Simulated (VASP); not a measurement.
# Al9N in VASP: a series of runs

The runs below take Al9N through single point, with PBEsol.

Program: VASP 6.6.1. These are calculated values, not measurements. Logs are shortened: lines on timing, memory, paths and dates and some standing lists are left out, and cuts for length are marked.

**1. The cell of the first run**

The cell holds a slab with vacuum, 10 atoms: a = 2.836 Å, b = 2.836 Å, c = 37.644 Å, α = 90.00°, β = 90.00°, γ = 120.00°.

**2. Single point, PBEsol**

Contents of INCAR:

```
SYSTEM = Al9N
ALGO     = Normal         ! electronic algorithm
DIPOL    = 0.5 0.5 0.502
EDIFF    = 1E-6           ! SCF threshold, eV
ENCUT    = 520            ! plane-wave cutoff, eV
GGA      = PS             ! functional
IDIPOL   = 3            
ISIF     = 2              ! what is computed and relaxed
ISMEAR   = 0              ! smearing method
LASPH    = .TRUE.         ! aspherical terms in the spheres
LCHARG   = .FALSE.        ! write CHGCAR
LDIPOL   = .TRUE.       
LREAL    = .FALSE.        ! projectors in reciprocal space
LWAVE    = .FALSE.        ! write WAVECAR
NBANDS   = 27             ! bands
NELM     = 60             ! most SCF steps
PREC     = Accurate       ! precision mode
SIGMA    = 0.1            ! smearing width, eV
```

Contents of KPOINTS:

```
k-points
0
G
  12 12 1
  0 0 0
```

Contents of POSCAR:

```
Al9N
1.0
    2.8362844918      0.0000000000      0.0000000000
   -1.4181422459      2.4562944222      0.0000000000
    0.0000000000      0.0000000000     37.6442989108
Al N
9 1
Direct
    0.3333333333      0.6666666667      0.2257978033
    0.0000000000      0.0000000000      0.2877072406
    0.6666666667      0.3333333333      0.3496166779
    0.0000000000      0.0000000000      0.4115261153
    0.3333333333      0.6666666667      0.4728790065
    0.0000000000      0.0000000000      0.5343092819
    0.6666666667      0.3333333333      0.5963573292
    0.0000000000      0.0000000000      0.6577332810
    0.3333333333      0.6666666667      0.7176403487
    0.3333333333      0.6666666667      0.7662035138
```

Potentials or basis: VASP PAW PBE potentials, release 64 (Al, N).

On the command line:

```console
> cat potpaw_PBE.64/Al/POTCAR potpaw_PBE.64/N/POTCAR > POTCAR
> mpirun -np 1 vasp_std > vasp.out
```

OUTCAR:

```text
SYSTEM = Al9N
   EDIFF = 1E-6
   ENCUT = 520
   GGA = PS
   ISIF = 2
   ISMEAR = 0
   LASPH = .TRUE.
   LREAL = .FALSE.
   NELM = 60
   PREC = Accurate

 ion  position               nearest neighbor table
   1  0.333  0.667  0.226-   2 2.85   2 2.85   2 2.85
   2  0.000  0.000  0.288-   1 2.85   3 2.85   1 2.85   3 2.85   3 2.85   1 2.85
   3  0.667  0.333  0.350-   2 2.85   2 2.85   2 2.85   4 2.85   4 2.85   4 2.85
   4  0.000  0.000  0.412-   5 2.83   5 2.83   5 2.83   3 2.85   3 2.85   3 2.85
   5  0.333  0.667  0.473-   4 2.83   4 2.83   4 2.83   6 2.83   6 2.83   6 2.83
   6  0.000  0.000  0.534-   5 2.83   5 2.83   5 2.83   7 2.85   7 2.85   7 2.85
   7  0.667  0.333  0.596-   8 2.83   8 2.83   8 2.83   6 2.85   6 2.85   6 2.85
   8  0.000  0.000  0.658-   9 2.79   9 2.79   9 2.79   7 2.83   7 2.83   7 2.83
   9  0.333  0.667  0.718-  10 1.83   8 2.79   8 2.79   8 2.79
  10  0.333  0.667  0.766-   9 1.83

  LATTYP: Found a hexagonal cell.
 ALAT       =     2.8362844918
 C/A-ratio  =    13.2723988089

  Lattice vectors:

 A1 = (   2.8362844918,   0.0000000000,   0.0000000000)
 A2 = (  -1.4181422459,   2.4562944222,   0.0000000000)
 A3 = (   0.0000000000,   0.0000000000,  37.6442989108)

Analysis of symmetry for initial positions (statically):
=====================================================================
 Subroutine PRICEL returns:
 Original cell was already a primitive cell.

 Routine SETGRP: Setting up the symmetry group for a
 hexagonal supercell.

 Subroutine GETGRP returns: Found  6 space group operations
 (whereof  6 operations were pure point group operations)
 out of a pool of 24 trial point group operations.

The static configuration has the point symmetry C_3v.

Analysis of symmetry for dynamics (positions and initial velocities):
=====================================================================
 Subroutine PRICEL returns:
 Original cell was already a primitive cell.

 Routine SETGRP: Setting up the symmetry group for a
 hexagonal supercell.

 Subroutine GETGRP returns: Found  6 space group operations
 (whereof  6 operations were pure point group operations)
 out of a pool of 24 trial point group operations.

The dynamic configuration has the point symmetry C_3v.

 Subroutine INISYM returns: Found  6 space group operations
 (whereof  6 operations are pure point group operations),
 and found     1 'primitive' translations

----------------------------------------------------------------------------------------

                                     Primitive cell

  volume of cell :     262.2584

  direct lattice vectors                    reciprocal lattice vectors
     2.836284492  0.000000000  0.000000000     0.352573941  0.203558660  0.000000000
    -1.418142246  2.456294422  0.000000000     0.000000000  0.407117319  0.000000000
     0.000000000  0.000000000 37.644298911     0.000000000  0.000000000  0.026564447

  length of vectors
     2.836284492  2.836284492 37.644298911     0.407117319  0.407117319  0.026564447

  position of ions in fractional coordinates (direct lattice)
     0.333333333  0.666666667  0.225797803
     0.000000000  0.000000000  0.287707241
     0.666666667  0.333333333  0.349616678
     0.000000000  0.000000000  0.411526115
     0.333333333  0.666666667  0.472879007
     0.000000000  0.000000000  0.534309282
     0.666666667  0.333333333  0.596357329
     0.000000000  0.000000000  0.657733281
     0.333333333  0.666666667  0.717640349
     0.333333333  0.666666667  0.766203514

  ion indices of the primitive-cell ions
   primitive index   ion index
                 1           1
                 2           2
                 3           3
                 4           4
                 5           5
                 6           6
                 7           7
                 8           8
                 9           9
                10          10

----------------------------------------------------------------------------------------

 KPOINTS: k-points

Automatic generation of k-mesh.
 Grid dimensions read from file:
 generate k-points for:   12   12    1

 Generating k-lattice:

  Cartesian coordinates                     Fractional coordinates (reciprocal lattice)
     0.029381162  0.016963222  0.000000000     0.083333333 -0.000000000  0.000000000
     0.000000000  0.033926443  0.000000000     0.000000000  0.083333333  0.000000000
     0.000000000  0.000000000  0.026564447     0.000000000  0.000000000  1.000000000

  Length of vectors
     0.033926443  0.033926443  0.026564447

  Shift w.r.t. Gamma in fractional coordinates (k-lattice)
     0.000000000  0.000000000  0.000000000

 Subroutine IBZKPT returns following result:
 ===========================================

 Found     19 irreducible k-points:

 Following reciprocal coordinates:
            Coordinates               Weight
  0.000000  0.000000  0.000000      1.000000
  0.083333  0.000000  0.000000      6.000000
  0.166667 -0.000000  0.000000      6.000000
  0.250000 -0.000000  0.000000      6.000000
  0.333333  0.000000  0.000000      6.000000
  0.416667  0.000000  0.000000      6.000000
[... 11 lines left out ...]
  0.333333  0.250000  0.000000     12.000000
  0.333333  0.333333  0.000000      2.000000
   k-points           NKPTS =     19   k-points in BZ     NKDIM =     19   number of bands    NBANDS=     27
   number of dos      NEDOS =    301   number of ions     NIONS =     10
   total plane-waves  NPLWV = 161280
   dimension x,y,z NGX =    24 NGY =   24 NGZ =  280
   dimension x,y,z NGXF=    48 NGYF=   48 NGZF=  560
   ions per type =               9   1
   NGX,Y,Z   is equivalent  to a cutoff of  14.07, 14.07, 12.37 a.u.
   NGXF,Y,Z  is equivalent  to a cutoff of  28.13, 28.13, 24.73 a.u.
 SYSTEM =  Al9N
   PREC   = accura    normal or accurate (medium, high low for compatibility)
   ISTART =      0    job   : 0-new  1-cont  2-samecut
   ICHARG =      2    charge: 1-file 2-atom 10-const
   ISPIN  =      1    spin polarized calculation?
   LNONCOLLINEAR =      F non collinear calculations
   LSORBIT =      F    spin-orbit coupling
   LASPH  =      T    aspherical Exc in radial PAW
   ENCUT  =  520.0 eV  38.22 Ry    6.18 a.u.   5.27  5.27 69.99*2*pi/ulx,y,z
   NELM   =     60;   NELMIN=  2; NELMDL= -5     # of ELM steps
   EDIFF  = 0.1E-05   stopping-criterion for ELM
   LREAL  =      F    real-space projection
   EDIFFG = 0.1E-04   stopping-criterion for IOM
   NSW    =      0    number of steps for IOM
   IBRION =     -1    ionic relax: 0-MD 1-quasi-New 2-CG
   NFREE  =      0    steps in history (QN), initial steepest desc. (CG)
   ISIF   =      2    stress and relaxation
   ISYM   =      2    0-nonsym 1-usesym 2-fastsym
   POTIM  = 0.5000    time-step for ionic-motion
   TEBEG  =    0.0;   TEEND  =   0.0 temperature during run
   PSTRESS=    0.0 pullay stress
   NELECT =      32.0000    total number of electrons
   NUPDOWN=      -1.0000    fix difference up-down
   EMIN   =  10.00;   EMAX   =-10.00  energy-range for DOS
   EFERMI =   0.00;   METHOD = LEGACY
   ISMEAR =     0;   SIGMA  =   0.10  broadening in eV -4-tet -1-fermi 0-gaus
   EFERMI_NEDOS =   21; number of points for ismear=-14 and -15
   IALGO  =     38    algorithm
   IMIX   =      4    mixing-type and parameters
     AMIX     =   0.40;   BMIX     =  1.00
     AMIX_MAG =   1.60;   BMIX_MAG =  1.00
  volume/ion in A,a.u.               =      26.23       176.98
  Fermi-wavevector in a.u.,A,eV,Ry     =   0.811986  1.534430  8.970602  0.659321
  Thomas-Fermi vector in A             =   1.921445
   LORBIT       =      0    0 simple, 1 ext, 2 COOP (PROOUT), +10 PAW based schemes
   GGA     = PS    functional components
   LHFCALC =     F    Hartree Fock is set to
   AEXX    =    0.0000 exact exchange contribution
   IVDW    =     0    specifies the selected vdW correction
   LEPSILON=     F    determine dielectric tensor
   LRPA    =     F    only Hartree local field effects (RPA)
 non-spin polarized calculation
 Gauss-broadening in eV      SIGMA  =   0.10
  energy-cutoff  :      520.00
  volume of cell :      262.26
 maximum number of plane-waves:      7104
 NGX is ok and might be reduce to    24
   NGX = 11   NGY = 11   NGZ =139

 number of electron      31.9999999 magnetization

 dipolmoment           0.000000      0.000000      0.173011 electrons x Angstroem

 Free energy of the ion-electron system (eV)
  ---------------------------------------------------
  ext. energy  EPLUGINS =         0.00000000
  ---------------------------------------------------
  free energy    TOTEN  =       -41.00545301 eV

  energy without entropy =      -40.97948734  energy(sigma->0) =      -40.99247018

 E-fermi :   1.9214     XC(G=0):  -6.5389

 val. band max:        1.9177606410   @ k =   0.1667  -0.0000   0.0000
 cond. band min:       1.9384488752   @ k =   0.3333   0.0833   0.0000
 fundamental gap:      0.0206882342
 Fermi energy:         1.9213739900

 k-point     1 :       0.0000    0.0000    0.0000
  band No.  band energies     occupation
      1     -11.9538      2.00000
      2      -9.2669      2.00000
      3      -9.0020      2.00000
      4      -8.6168      2.00000
      5      -8.0498      2.00000
      6      -7.3273      2.00000
[... 19 lines left out ...]
     26      12.1606      0.00000
     27      12.8391      0.00000

 k-point     2 :       0.0833    0.0000    0.0000
  band No.  band energies     occupation
      1     -11.8650      2.00000
      2      -9.0970      2.00000
      3      -8.8327      2.00000
      4      -8.4484      2.00000
      5      -7.8824      2.00000
      6      -7.1612      2.00000
[... 502 lines left out ...]
 k-point    19 :       0.3333    0.3333    0.0000
  band No.  band energies     occupation
      1     -10.0927      2.00000
      2      -1.4448      2.00000
      3      -1.3255      2.00000
      4      -1.3210      2.00000
      5      -1.2246      2.00000
      6      -1.1267      2.00000
[... 19 lines left out ...]
     26       3.5065      0.00000
     27       3.7476      0.00000

------------------------ aborting loop because EDIFF is reached ----------------------------------------

 vacuum level on the upper side and lower side of the slab       (xc-potential included)         2.207        -2.222

  FORCE on cell =-STRESS in cart. coord.  units (eV):
  Direction    XX          YY          ZZ          XY          YZ          ZX
  --------------------------------------------------------------------------------------
  -------------------------------------------------------------------------------------
  Total       -1.2571930     -1.2571930     -0.0455763      0.0000000     -0.0000000      0.0000000
  in kB       -7.6803874     -7.6803874     -0.2784326      0.0000000     -0.0000000      0.0000000
  external PRESSURE =      -5.2130692 kB  Pullay stress =       0.0000000 kB

 VOLUME and BASIS-vectors are now :
 -----------------------------------------------------------------------------
  energy-cutoff  :      520.00
  volume of cell :      262.26
      direct lattice vectors                 reciprocal lattice vectors
     2.836284492  0.000000000  0.000000000     0.352573941  0.203558660  0.000000000
    -1.418142246  2.456294422  0.000000000     0.000000000  0.407117319  0.000000000
     0.000000000  0.000000000 37.644298911     0.000000000  0.000000000  0.026564447

 POSITION                                       TOTAL-FORCE (eV/Angst)
 -----------------------------------------------------------------------------------
     -0.00000      1.63753      8.50000         0.000000     -0.000000     -0.014629
      0.00000      0.00000     10.83054         0.000000     -0.000000      0.090945
      1.41814      0.81876     13.16107        -0.000000      0.000000     -0.056774
      0.00000      0.00000     15.49161         0.000000     -0.000000     -0.022028
     -0.00000      1.63753     17.80120         0.000000     -0.000000     -0.001508
      0.00000      0.00000     20.11370         0.000000     -0.000000     -0.006612
      1.41814      0.81876     22.44945         0.000000     -0.000000      0.002740
      0.00000      0.00000     24.75991         0.000000     -0.000000     -0.001378
     -0.00000      1.63753     27.01507         0.000000     -0.000000     -0.029692
     -0.00000      1.63753     28.84319         0.000000      0.000000      0.038934
 -----------------------------------------------------------------------------------
    total drift:                                0.000000     -0.000000      0.000534

  FREE ENERGIE OF THE ION-ELECTRON SYSTEM (eV)
  ---------------------------------------------------
  free  energy   TOTEN  =       -41.0054530081 eV

  energy  without entropy=      -40.9794873448  energy(sigma->0) =      -40.99247018

 vacuum level on the upper side and lower side of the slab        10.467         5.975
```

Run time: 4.9 min. Hardware: 1 thread of Intel Xeon 6975P-C (Granite Rapids), shared host; peak memory 0.43 GiB.

Results:

```yaml
Free_energy: -41.0055 eV
Largest_force: 0.091 eV/Å
Band_gap_on_the_k_mesh: zero (bands 16 and 17 overlap by 2.71 eV)
```

Forces in eV/Å, atoms in the order of the input:
```
Al   0.000  0.000 -0.015
Al   0.000  0.000  0.091
Al   0.000  0.000 -0.057
Al   0.000  0.000 -0.022
Al   0.000  0.000 -0.002
Al   0.000  0.000 -0.007
Al   0.000  0.000  0.003
Al   0.000  0.000 -0.001
Al   0.000  0.000 -0.030
N    0.000  0.000  0.039
```

Levels at points of the mesh, in eV from the Fermi level:
```
           k point  band 11  band 12  band 13  band 14  band 15  band 16  band 17  band 18  band 19  band 20
(0.00, 0.00, 0.00)    -3.82    -2.54    -1.32     0.03     1.34     1.34     1.51     2.99     4.11     5.02
(0.50, 0.00, 0.00)    -3.20    -2.96    -2.56    -2.27    -1.61    -1.44    -0.96    -0.28    -0.01     0.49
```

Caveat: the PAW data sets were made with another functional, which shifts forces and pressure a little.

**3. Single point, PBEsol**

Contents of INCAR:

```
PREC = Accurate
ENCUT = 520
EDIFF = 1E-6
ISMEAR = 0
SIGMA = 0.1
LREAL = F
LASPH = T
NELM = 80
ALGO = Normal
ISIF = 2
LWAVE = F
LCHARG = T
LDIPOL = T
IDIPOL = 3
DIPOL = 0.5 0.5 0.501
GGA = PS
LELF = T
LVHAR = T
LVACPOTAV = T
NBANDS = 27
```

Contents of KPOINTS:

```
Automatic mesh
0
Gamma
  12 12 1
```

Contents of POSCAR:

```
Al9N
1.0
    2.8362844918      0.0000000000      0.0000000000
   -1.4181422459      2.4562944222      0.0000000000
    0.0000000000      0.0000000000     37.6442989108
Al N
9 1
Direct
    0.3333333333      0.6666666667      0.2257978033
    0.0000000000      0.0000000000      0.2877072406
    0.6666666667      0.3333333333      0.3496166779
    0.0000000000      0.0000000000      0.4115261153
    0.3333333333      0.6666666667      0.4732321440
    0.0000000000      0.0000000000      0.5351686068
    0.6666666667      0.3333333333      0.5974932095
    0.0000000000      0.0000000000      0.6612833253
    0.3333333333      0.6666666667      0.7286003660
    0.0000000000      0.0000000000      0.7377158582
```

Potentials or basis: VASP PAW PBE potentials, release 64 (Al, N).

On the command line:

```console
> cat potpaw_PBE.64/Al/POTCAR potpaw_PBE.64/N/POTCAR > POTCAR
> mpirun -np 1 vasp_std > vasp.out
```

It took 4.9 min on 1 thread of Intel Xeon 6975P-C (Granite Rapids), shared host; peak memory 0.44 GiB.

Results (log left out):

* Free energy: -45.4155 eV
* Largest force: 0.039 eV/Å
* Band gap on the k mesh: zero (bands 16 and 17 overlap by 3.26 eV)

Forces in eV/Å, atoms in the order of the input:
```
Al   0.000  0.000 -0.033
Al   0.000  0.000  0.039
Al   0.000  0.000 -0.004
Al   0.000  0.000  0.005
Al   0.000  0.000 -0.011
Al   0.000  0.000  0.005
Al   0.000  0.000 -0.006
Al   0.000  0.000  0.006
Al   0.000  0.000 -0.027
N    0.000  0.000  0.027
```

Levels at points of the mesh, in eV from the Fermi level:
| k point | band 11 | band 12 | band 13 | band 14 | band 15 | band 16 | band 17 | band 18 | band 19 | band 20 |
| --- | --- | --- | --- | --- | --- | --- | --- | --- | --- | --- |
| (0.00, 0.00, 0.00) | -3.42 | -2.05 | -1.53 | -1.53 | -0.56 | 1.03 | 2.61 | 3.86 | 4.62 | 5.29 |
| (0.50, 0.00, 0.00) | -3.25 | -2.82 | -2.49 | -2.35 | -2.05 | -1.58 | -0.85 | -0.53 | 0.34 | 0.79 |

Caveat: the PAW data sets were made with another functional, which shifts forces and pressure a little.

(Continued in part 2 of 2.)
